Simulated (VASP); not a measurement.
Set up this calculation in VASP 6.6.1, as the native input.

| Property | Result |
| --- | --- |
| Task | single point |
| Functional | r2SCAN |
| Potentials or basis | VASP PAW PBE potentials, release 64 (K_sv, F) |
| Cutoff | 520 eV |
| k mesh | 8 × 8 × 8 |
| Occupations | gaussian, width 0.01 eV |
| Spin | no spin polarisation |
| Dipole correction | no |
| Further INCAR settings | ALGO = Normal; EDIFF = 1e-07; NBANDS = 15 |

Crystal: KF.

```
K F
1.0
     0.00000    2.69884    2.69884
     2.69884    0.00000    2.69884
     2.69884    2.69884    0.00000
K F
1 1
Direct
  0.00000 0.00000 0.00000
  0.50000 0.50000 0.50000
```

This cell differs from its parent crystal: strain +1.5%.

These files were run (other wordings do the same):

POSCAR

```
KF
1.0
    0.0000000000      2.6988449637      2.6988449637
    2.6988449637      0.0000000000      2.6988449637
    2.6988449637      2.6988449637      0.0000000000
K F
1 1
Direct
    0.0000000000      0.0000000000      0.0000000000
    0.5000000000      0.5000000000      0.5000000000
```

INCAR.step1

```
SYSTEM = KF
ALGO = Normal
EDIFF = 1E-4
ENCUT = 520
GGA = PE
ISMEAR = 0
LASPH = .True.
LCHARG = .False.
LREAL = .False.
LWAVE = .True.
NBANDS = 15
NELM = 60
PREC = Accurate
SIGMA = 0.01
```

INCAR.step2

```
SYSTEM = KF
ALGO = Normal
EDIFF = 1E-7
ENCUT = 520
ISIF = 2
ISMEAR = 0
ISTART = 1
LASPH = .True.
LCHARG = .False.
LMIXTAU = .True.
LREAL = .False.
LWAVE = .False.
METAGGA = R2SCAN
NBANDS = 15
NELM = 60
PREC = Accurate
SIGMA = 0.01
```

KPOINTS

```
k-points
0
Gamma
  8 8 8
  0 0 0
```

Potentials or basis: VASP PAW PBE potentials, release 64 (K_sv, F).

The run is started by

```console
$ cat potpaw_PBE.64/K_sv/POTCAR potpaw_PBE.64/F/POTCAR > POTCAR
$ cp INCAR.step1 INCAR
$ mpirun -np 1 vasp_std > vasp.out
$ cp INCAR.step2 INCAR
$ mpirun -np 1 vasp_std > vasp.out
```

Results of the run:

```yaml
Pressure: -1.5 GPa
Band_gap_on_the_k_mesh: 6.67 eV
```

Caveat: the cell differs from its parent crystal (strain +1.5%); the PAW data sets were made with another functional, which shifts forces and pressure a little.

Run time: 60 s on 1 thread of AMD EPYC 7R13 Processor (Zen 3), on a shared host, peak memory 0.13 GiB.
